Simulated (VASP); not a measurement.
Cl:

```
Cl
1.0
     3.14500   -2.25000    0.00000
     3.14500    2.25000    0.00000
     0.00000    0.00000    8.21000
Cl
4
Direct
  0.37000 0.63000 0.40000
  0.13000 0.87000 0.90000
  0.63000 0.37000 0.60000
  0.87000 0.13000 0.10000
```

Base run:

- Program: VASP 6.6.1
- Functional: PBE
- Potentials or basis: VASP PAW PBE potentials, release 64 (Cl)
- Cutoff: 520 eV
- k mesh: 7 × 7 × 4
- Occupations: fermi-dirac, width 0.05 eV
- Spin: no spin polarisation

Its results: band gap on the k mesh 2.54 eV (least direct gap 2.59 eV); pressure 0.3 GPa; largest force 0.175 eV/Å.

Q: The run is repeated on the same cell with these changes: functional from PBE to PBEsol; dispersion from none to D3(BJ). What comes out?

A: Band gap on the k mesh 2.48 eV (least direct gap 2.54 eV); pressure -1.8 GPa; largest force 0.311 eV/Å.

Several settings changed at once.

Caveats: an odd mesh through Γ misses points on the zone boundary, where band edges can lie; this functional lacks dispersion, which holds the molecules together, so the pressure and a relaxed volume are unreliable (at least some runs); three body term missing (at least some runs); the PAW data sets were made with another functional, which shifts forces and pressure a little (at least some runs).
